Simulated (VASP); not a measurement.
Set up this calculation in VASP 6.6.1, as the native input.

```
Task                   : single point
Functional             : PBE
Potentials or basis    : VASP PAW PBE potentials, release 64 (Mo_sv, C)
Cutoff                 : 520 eV
k mesh                 : 4 × 4 × 4
Occupations            : gaussian, width 0.1 eV
Spin                   : no spin polarisation
Dipole correction      : no
Further INCAR settings : ALGO = Normal; EDIFF = 1e-07; NBANDS = 28
```

The structure of Mo2C3 lies in POSCAR:

```
Mo2C3
1.0
    3.9558722176      0.0000000000      0.0000000000
    0.0000000000      3.9558722176      0.0000000000
    0.0000000000      0.0000000000      3.9558722176
Mo C
2 3
Direct
    0.5000000000      0.5000000000      0.5000000000
    0.0000000000      0.0000000000      0.0000000000
    0.5000000000      0.0000000000      0.0000000000
    0.0000000000      0.5000000000      0.0000000000
    0.0000000000      0.0000000000      0.5000000000
```

The cell was generated, and may not be a known phase.

One way to write it, as run:

INCAR

```
SYSTEM = Mo2C3
PREC = Accurate
ENCUT = 520
EDIFF = 1E-7
ISMEAR = 0
SIGMA = 0.1
LREAL = .FALSE.
LASPH = .TRUE.
NELM = 60
ALGO = Normal
ISIF = 2
LWAVE = .FALSE.
LCHARG = .TRUE.
GGA = PE
LELF = .TRUE.
LVHAR = .TRUE.
NBANDS = 28
```

KPOINTS

```
regular mesh
0
G
  4 4 4
  0 0 0
```

Potentials or basis: VASP PAW PBE potentials, release 64 (Mo_sv, C).

Launch:

```console
$ cat potpaw_PBE.64/Mo_sv/POTCAR potpaw_PBE.64/C/POTCAR > POTCAR
$ mpirun -np 1 vasp_std > vasp.out
```

Results of the run:

```
Pressure               : 0.0 GPa
Band gap on the k mesh : zero (bands 20 and 21 overlap by 0.58 eV)
```

Caveat: the k points lie up to 0.40 Å⁻¹ apart, too coarse for converged energies and pressures of a metal.

Wall time 48 s on 1 thread of Intel Xeon 8259CL (shared host), peak memory 0.17 GiB.
